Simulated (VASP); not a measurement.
# HfC5 (P-62m) in VASP: single point with PBE

Aim: the single point of HfC5 with PBE.

Everything below comes from runs of VASP 6.6.1. Logs are shortened: lines on timing, memory, paths and dates and some standing lists are left out, and cuts for length are marked.

### 1 The cell of the first run

Symmetry: P-62m, No. 189, hexagonal system. Conventional cell: a = 4.643 Å, b = 4.643 Å, c = 2.630 Å, α = 90.00°, β = 90.00°, γ = 120.00°. Within 3.1 Å of Hf (site symmetry -62m) lie 18 C at 2.29 to 3.06 Å and 2 Hf at 2.63 Å. C (site symmetry m2m) has 10 C at 1.93 to 2.63 Å and 2 Hf at 2.29 Å within 2.7 Å. C (site symmetry -6) has 11 C at 1.93 to 2.68 Å and 3 Hf at 2.68 Å within 2.7 Å.

The cell was generated, and may not be a known phase.

### 2 Single point, PBE

INCAR

```
SYSTEM = HfC5
  PREC = Accurate
  ENCUT = 600
  EDIFF = 1E-6
  ISMEAR = 0
  SIGMA = 0.2
  LREAL = .FALSE.
  LASPH = .TRUE.
  NELM = 120
  ALGO = Normal
  ISIF = 2
  LWAVE = .FALSE.
  LCHARG = .FALSE.
  GGA = PE
  NBANDS = 24
  GGA_COMPAT = .FALSE.
```

KPOINTS

```
regular mesh
0
G
  4 4 4
  0 0 0
```

POSCAR

```
HfC5
1.0
    4.6426246891     -0.0000000025      0.0000000000
   -2.3213123424      4.0206309223      0.0000000000
    0.0000000000      0.0000000000      2.6299422395
Hf C
1 5
Direct
    0.0000000000      0.0000000000      0.5000000000
    0.0000000000      0.5949084445      0.0000000000
    0.3333333333      0.6666666667      0.5000000000
    0.5949084445      0.0000000000      0.0000000000
    0.6666666667      0.3333333333      0.5000000000
    0.4050915555      0.4050915555      0.0000000000
```

Potentials or basis: VASP PAW PBE potentials, release 64 (Hf_pv, C).

Started as:

```sh
> cat potpaw_PBE.64/Hf_pv/POTCAR potpaw_PBE.64/C/POTCAR > POTCAR
> mpirun -np 1 vasp_std > vasp.out
```

OUTCAR:

```text
SYSTEM = HfC5
   PREC = Accurate
   ENCUT = 600
   EDIFF = 1E-6
   ISMEAR = 0
   LREAL = .FALSE.
   LASPH = .TRUE.
   NELM = 120
   ISIF = 2
   GGA = PE

 ion  position               nearest neighbor table
   1  0.000  0.000  0.500-   4 2.29   4 2.29   6 2.29   6 2.29   2 2.29   2 2.29   3 2.68   5 2.68
                             5 2.68   3 2.68   5 2.68   3 2.68
   2  0.000  0.595  0.000-   3 1.93   3 1.93   5 1.93   5 1.93   1 2.29   1 2.29
   3  0.333  0.667  0.500-   2 1.93   2 1.93   4 1.93   4 1.93   6 1.93   6 1.93   1 2.68   1 2.68
                             1 2.68
   4  0.595  0.000  0.000-   5 1.93   5 1.93   3 1.93   3 1.93   1 2.29   1 2.29
   5  0.667  0.333  0.500-   4 1.93   4 1.93   2 1.93   2 1.93   6 1.93   6 1.93   1 2.68   1 2.68
                             1 2.68
   6  0.405  0.405  0.000-   5 1.93   5 1.93   3 1.93   3 1.93   1 2.29   1 2.29

  LATTYP: Found a hexagonal cell.
 ALAT       =     4.6426246891
 C/A-ratio  =     0.5664774595

  Lattice vectors:

 A1 = (   4.6426246891,  -0.0000000025,   0.0000000000)
 A2 = (  -2.3213123424,   4.0206309223,   0.0000000000)
 A3 = (   0.0000000000,   0.0000000000,   2.6299422395)

Analysis of symmetry for initial positions (statically):
=====================================================================
 Subroutine PRICEL returns:
 Original cell was already a primitive cell.

 Routine SETGRP: Setting up the symmetry group for a
 hexagonal supercell.

 Subroutine GETGRP returns: Found 12 space group operations
 (whereof 12 operations were pure point group operations)
 out of a pool of 24 trial point group operations.

The static configuration has the point symmetry D_3h.

Analysis of symmetry for dynamics (positions and initial velocities):
=====================================================================
 Subroutine PRICEL returns:
 Original cell was already a primitive cell.

 Routine SETGRP: Setting up the symmetry group for a
 hexagonal supercell.

 Subroutine GETGRP returns: Found 12 space group operations
 (whereof 12 operations were pure point group operations)
 out of a pool of 24 trial point group operations.

The dynamic configuration has the point symmetry D_3h.

 Subroutine INISYM returns: Found 12 space group operations
 (whereof 12 operations are pure point group operations),
 and found     1 'primitive' translations

----------------------------------------------------------------------------------------

                                     Primitive cell

  volume of cell :      49.0912

  direct lattice vectors                    reciprocal lattice vectors
     4.642624689 -0.000000003  0.000000000     0.215395400  0.124358592  0.000000000
    -2.321312342  4.020630922  0.000000000     0.000000000  0.248717184  0.000000000
     0.000000000  0.000000000  2.629942240     0.000000000  0.000000000  0.380236488

  length of vectors
     4.642624689  4.642624689  2.629942240     0.248717184  0.248717184  0.380236488

  position of ions in fractional coordinates (direct lattice)
     0.000000000  0.000000000  0.500000000
     1.000000000  0.594908444  0.000000000
     0.333333333  0.666666667  0.500000000
     0.594908444  0.000000000  0.000000000
     0.666666667  0.333333333  0.500000000
     0.405091556  0.405091556  0.000000000

  ion indices of the primitive-cell ions
   primitive index   ion index
                 1           1
                 2           2
                 3           3
                 4           4
                 5           5
                 6           6

----------------------------------------------------------------------------------------

 KPOINTS: regular mesh

Automatic generation of k-mesh.
 Grid dimensions read from file:
 generate k-points for:    4    4    4

 Generating k-lattice:

  Cartesian coordinates                     Fractional coordinates (reciprocal lattice)
     0.053848850  0.031089648  0.000000000     0.250000000 -0.000000000  0.000000000
     0.000000000  0.062179296  0.000000000     0.000000000  0.250000000  0.000000000
     0.000000000  0.000000000  0.095059122     0.000000000  0.000000000  0.250000000

  Length of vectors
     0.062179296  0.062179296  0.095059122

  Shift w.r.t. Gamma in fractional coordinates (k-lattice)
     0.000000000  0.000000000  0.000000000

 Subroutine IBZKPT returns following result:
 ===========================================

 Found     12 irreducible k-points:

 Following reciprocal coordinates:
            Coordinates               Weight
  0.000000  0.000000  0.000000      1.000000
  0.250000  0.000000  0.000000      6.000000
  0.500000  0.000000  0.000000      3.000000
  0.250000  0.250000  0.000000      6.000000
  0.000000  0.000000  0.250000      2.000000
  0.250000  0.000000  0.250000     12.000000
  0.500000  0.000000  0.250000      6.000000
  0.250000  0.250000  0.250000     12.000000
  0.000000  0.000000  0.500000      1.000000
  0.250000  0.000000  0.500000      6.000000
  0.500000  0.000000  0.500000      3.000000
  0.250000  0.250000  0.500000      6.000000
   k-points           NKPTS =     12   k-points in BZ     NKDIM =     12   number of bands    NBANDS=     24
   number of dos      NEDOS =    301   number of ions     NIONS =      6
   total plane-waves  NPLWV =  38400
   dimension x,y,z NGX =    40 NGY =   40 NGZ =   24
   dimension x,y,z NGXF=    80 NGYF=   80 NGZF=   48
   ions per type =               1   5
   NGX,Y,Z   is equivalent  to a cutoff of  14.32, 14.32, 15.17 a.u.
   NGXF,Y,Z  is equivalent  to a cutoff of  28.65, 28.65, 30.34 a.u.
 SYSTEM =  HfC5
   PREC   = accura    normal or accurate (medium, high low for compatibility)
   ISTART =      0    job   : 0-new  1-cont  2-samecut
   ICHARG =      2    charge: 1-file 2-atom 10-const
   ISPIN  =      1    spin polarized calculation?
   LNONCOLLINEAR =      F non collinear calculations
   LSORBIT =      F    spin-orbit coupling
   LASPH  =      T    aspherical Exc in radial PAW
   ENCUT  =  600.0 eV  44.10 Ry    6.64 a.u.   9.27  9.27  5.25*2*pi/ulx,y,z
   NELM   =    120;   NELMIN=  2; NELMDL= -5     # of ELM steps
   EDIFF  = 0.1E-05   stopping-criterion for ELM
   LREAL  =      F    real-space projection
   EDIFFG = 0.1E-04   stopping-criterion for IOM
   NSW    =      0    number of steps for IOM
   IBRION =     -1    ionic relax: 0-MD 1-quasi-New 2-CG
   NFREE  =      0    steps in history (QN), initial steepest desc. (CG)
   ISIF   =      2    stress and relaxation
   ISYM   =      2    0-nonsym 1-usesym 2-fastsym
   POTIM  = 0.5000    time-step for ionic-motion
   TEBEG  =    0.0;   TEEND  =   0.0 temperature during run
   PSTRESS=    0.0 pullay stress
   NELECT =      30.0000    total number of electrons
   NUPDOWN=      -1.0000    fix difference up-down
   EMIN   =  10.00;   EMAX   =-10.00  energy-range for DOS
   EFERMI =   0.00;   METHOD = LEGACY
   ISMEAR =     0;   SIGMA  =   0.20  broadening in eV -4-tet -1-fermi 0-gaus
   EFERMI_NEDOS =   21; number of points for ismear=-14 and -15
   IALGO  =     38    algorithm
   IMIX   =      4    mixing-type and parameters
     AMIX     =   0.40;   BMIX     =  1.00
     AMIX_MAG =   1.60;   BMIX_MAG =  1.00
  volume/ion in A,a.u.               =       8.18        55.21
  Fermi-wavevector in a.u.,A,eV,Ry     =   1.389251  2.625303 26.259478  1.930017
  Thomas-Fermi vector in A             =   2.513299
   LORBIT       =      0    0 simple, 1 ext, 2 COOP (PROOUT), +10 PAW based schemes
   GGA     = PE    functional components
   LHFCALC =     F    Hartree Fock is set to
   AEXX    =    0.0000 exact exchange contribution
   IVDW    =     0    specifies the selected vdW correction
   LEPSILON=     F    determine dielectric tensor
   LRPA    =     F    only Hartree local field effects (RPA)
 non-spin polarized calculation
 Gauss-broadening in eV      SIGMA  =   0.20
  energy-cutoff  :      600.00
  volume of cell :       49.09
 maximum number of plane-waves:      1655
 NGX is ok and might be reduce to    40
   NGX = 19   NGY = 19   NGZ = 11

 number of electron      30.0000001 magnetization

 Free energy of the ion-electron system (eV)
  ---------------------------------------------------
  ext. energy  EPLUGINS =         0.00000000
  ---------------------------------------------------
  free energy    TOTEN  =       -42.07079189 eV

  energy without entropy =      -42.02929018  energy(sigma->0) =      -42.05004104

 E-fermi :   8.1003     XC(G=0): -12.9335

 val. band max:        7.9722263355   @ k =   0.2500   0.2500   0.0000
 cond. band min:       8.1344696786   @ k =   0.2500   0.2500   0.5000
 fundamental gap:      0.1622433430
 Fermi energy:         8.1003196347

 k-point     1 :       0.0000    0.0000    0.0000
  band No.  band energies     occupation
      1     -22.6810      2.00000
      2     -22.6810      2.00000
      3     -21.3838      2.00000
      4      -9.9909      2.00000
      5      -4.5445      2.00000
      6      -3.6623      2.00000
[... 16 lines left out ...]
     23      14.3238      0.00000
     24      14.7554      0.00000

 k-point     2 :       0.2500    0.0000    0.0000
  band No.  band energies     occupation
      1     -22.7002      2.00000
      2     -22.6853      2.00000
      3     -21.3831      2.00000
      4      -9.4796      2.00000
      5      -6.3333      2.00000
      6      -3.6722      2.00000
[... 16 lines left out ...]
     23      14.5674      0.00000
     24      14.6561      0.00000

 k-point     3 :       0.5000    0.0000    0.0000
  band No.  band energies     occupation
      1     -22.7191      2.00000
      2     -22.6897      2.00000
      3     -21.3825      2.00000
      4      -8.4505      2.00000
      5      -7.7626      2.00000
      6      -3.7349      2.00000
[... 16 lines left out ...]
     23      13.5220      0.00000
     24      15.1405      0.00000
[... 190 lines left out ...]
 k-point    11 :       0.5000    0.0000    0.5000
  band No.  band energies     occupation
      1     -23.5541      2.00000
      2     -22.3740      2.00000
      3     -22.3569      2.00000
      4      -5.0680      2.00000
      5      -3.9280      2.00000
      6      -3.4723      2.00000
[... 16 lines left out ...]
     23      14.4582      0.00000
     24      14.6443      0.00000

 k-point    12 :       0.2500    0.2500    0.5000
  band No.  band energies     occupation
      1     -23.5541      2.00000
      2     -22.3697      2.00000
      3     -22.3612      2.00000
      4      -4.9778      2.00000
      5      -4.0816      2.00000
      6      -3.7406      2.00000
[... 16 lines left out ...]
     23      14.0017      0.00000
     24      16.6619      0.00000

------------------------ aborting loop because EDIFF is reached ----------------------------------------

  FORCE on cell =-STRESS in cart. coord.  units (eV):
  Direction    XX          YY          ZZ          XY          YZ          ZX
  --------------------------------------------------------------------------------------
  -------------------------------------------------------------------------------------
  Total       -0.3644059     -0.3644059     -0.3716898      0.0000000     -0.0000000      0.0000000
  in kB      -11.8930156    -11.8930156    -12.1307374      0.0000000     -0.0000000      0.0000000
  external PRESSURE =     -11.9722562 kB  Pullay stress =       0.0000000 kB

 VOLUME and BASIS-vectors are now :
 -----------------------------------------------------------------------------
  energy-cutoff  :      600.00
  volume of cell :       49.09
      direct lattice vectors                 reciprocal lattice vectors
     4.642624689 -0.000000003  0.000000000     0.215395400  0.124358592  0.000000000
    -2.321312342  4.020630922  0.000000000     0.000000000  0.248717184  0.000000000
     0.000000000  0.000000000  2.629942240     0.000000000  0.000000000  0.380236488

 POSITION                                       TOTAL-FORCE (eV/Angst)
 -----------------------------------------------------------------------------------
      0.00000      0.00000      1.31497         0.000000     -0.000000      0.000000
     -1.38097      2.39191      0.00000        -0.001650      0.002858      0.000000
      0.00000      2.68042      1.31497         0.000000     -0.000000      0.000000
      2.76194     -0.00000      0.00000         0.003300     -0.000000     -0.000000
      2.32131      1.34021      1.31497         0.000000     -0.000000      0.000000
      0.94034      1.62872      0.00000        -0.001650     -0.002858      0.000000
 -----------------------------------------------------------------------------------
    total drift:                                0.000000      0.000000      0.000000

  FREE ENERGIE OF THE ION-ELECTRON SYSTEM (eV)
  ---------------------------------------------------
  free  energy   TOTEN  =       -42.0707918932 eV

  energy  without entropy=      -42.0292901831  energy(sigma->0) =      -42.05004104
```

Run time: 19 s. Hardware: 1 thread of Intel Xeon Platinum 8259CL at 2.50GHz (Skylake/Cascade Lake), shared host; peak memory 0.19 GiB.

Results:

```yaml
Free_energy: -42.0708 eV
Pressure: -1.2 GPa
Largest_force: 0.003 eV/Å
Band_gap_on_the_k_mesh: zero (bands 15 and 16 overlap by 1.99 eV)
```

Forces in eV/Å, atoms in the order of the input:
```
Hf   0.000  0.000  0.000
C   -0.002  0.003  0.000
C    0.000  0.000  0.000
C    0.003  0.000  0.000
C    0.000  0.000  0.000
C   -0.002 -0.003  0.000
```

Levels at points of the mesh, in eV from the Fermi level:
| k point | band 12 | band 13 | band 14 | band 15 | band 16 | band 17 | band 18 | band 19 |
| --- | --- | --- | --- | --- | --- | --- | --- | --- |
| (0.00, 0.00, 0.00) | 0.16 | 0.16 | 0.99 | 1.01 | 1.01 | 1.50 | 2.31 | 3.75 |
| (0.50, 0.00, 0.00) | -2.81 | -1.57 | -0.21 | -0.17 | 1.18 | 2.23 | 3.00 | 3.86 |
| (0.00, 0.00, 0.50) | -4.98 | -4.98 | -0.78 | -0.78 | -0.26 | 2.86 | 2.86 | 3.91 |
| (0.50, 0.00, 0.50) | -3.84 | -2.38 | -2.01 | -0.56 | 0.06 | 0.19 | 0.52 | 2.17 |

Caveat: the k points lie up to 0.60 Å⁻¹ apart, too coarse for converged energies and pressures of a metal; spin-orbit coupling is left out, which moves the levels of the heavy elements.

The gap in the log of VASP goes by the Fermi energy; the results here count the filled bands.